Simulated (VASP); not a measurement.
Crystal: Li3Dy.

```
CELL_PARAMETERS angstrom
3.36751 0.00000 0.00000
-0.00011 3.80243 0.00000
-0.17632 -0.09980 14.12633
ATOMIC_POSITIONS crystal
Li 0.00394 0.00183 0.60335
Li 0.98778 0.99563 0.10351
Li 0.50000 0.50000 0.50000
Li 0.50000 0.50000 0.00000
Li 0.01222 0.00437 0.89649
Li 0.99606 0.99817 0.39665
Dy 0.51010 0.50415 0.75023
Dy 0.48990 0.49585 0.24977
```

```yaml
Program: VASP 6.6.1
Task: relaxation of cell and atoms
Functional: PBE
Potentials_or_basis: VASP PAW PBE potentials, release 64 (Li_sv, Dy_3), 4f in core
Cutoff: 750 eV
k_mesh: 6 × 4 × 2
Occupations: gaussian, width 0.1 eV
Spin: no spin polarisation
```

At the start: pressure 0.1 GPa; volume 22.61 Å³/atom.

Question: Where does the relaxation end?

Answer: Over 6 steps the energy falls by 16.7 meV/atom; space group P-1 (No. 2, to 0.1 Å) before, Pmma (No. 51, to 0.1 Å).

The path:
```
step  energy change (eV)  largest force (eV/Å)  pressure (GPa)  volume (Å³)
   1              0.0000                0.0158            0.08       180.88
   2             -0.0216                0.0170            0.03       181.18
   3             -0.0797                0.0250           -0.12       181.91
   4             -0.1251                0.0371           -0.22       182.73
   5             -0.1267                0.0317           -0.20       182.64
   6             -0.1337                0.0224           -0.01       180.80
```

Final structure:
```cif
data_structure
_symmetry_space_group_name_H-M 'P 1'
_symmetry_Int_Tables_number 1
_cell_length_a 3.3926
_cell_length_b 3.5103
_cell_length_c 15.1819
_cell_angle_alpha 89.918
_cell_angle_beta 90.085
_cell_angle_gamma 89.963
_cell_volume 180.80
loop_
_atom_site_label
_atom_site_type_symbol
_atom_site_fract_x
_atom_site_fract_y
_atom_site_fract_z
_atom_site_occupancy
Li1 Li 0.00394 0.00165 0.60380 1
Li2 Li 0.99043 0.99673 0.10366 1
Li3 Li 0.50000 0.50000 0.50000 1
Li4 Li 0.50000 0.50000 0.00000 1
Li5 Li 0.00957 0.00327 0.89634 1
Li6 Li 0.99606 0.99835 0.39620 1
Dy1 Dy 0.50957 0.50336 0.74995 1
Dy2 Dy 0.49043 0.49664 0.25005 1
```

Caveat: the k points lie up to 0.45 Å⁻¹ apart in the final cell, too coarse for converged energies and pressures of a metal.
